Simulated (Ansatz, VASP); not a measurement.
# Two plane-wave programs on PbF2

```
CELL_PARAMETERS angstrom
0.00000 2.96366 2.96366
2.96366 0.00000 2.96366
2.96366 2.96366 0.00000
ATOMIC_POSITIONS crystal
Pb 0.00000 0.00000 0.00000
F 0.25000 0.25000 0.25000
F 0.75000 0.75000 0.75000
```

Alike in both runs: task single point; functional PBEsol; k mesh 6 × 6 × 6; occupations fermi-dirac, width 0.0272 eV; no spin polarisation.

|  | VASP | Ansatz |
| --- | --- | --- |
| version | VASP 6.6.1 | Ansatz 0.2.0 |
| potentials or method | VASP PAW PBE potentials, release 64 (Pb_d, F) | PAW with Ansatz's default frozen-core files, scalar-relativistic |
| plane-wave cutoff (eV) | 600 | 420 |
| valence electrons in the cell | 28 | 28 |

```tsv
	VASP	Ansatz	Ansatz less VASP
gap on the k mesh at the Fermi level (eV)	4.33	4.33	+0.005
pressure (GPa)	-1.3	-1.1	+0.22
```

VASP's potentials were made for PBE, not for PBEsol. The functional is the same, so the differences come from potentials, cutoffs and numerics.

Spin-orbit coupling is off throughout.
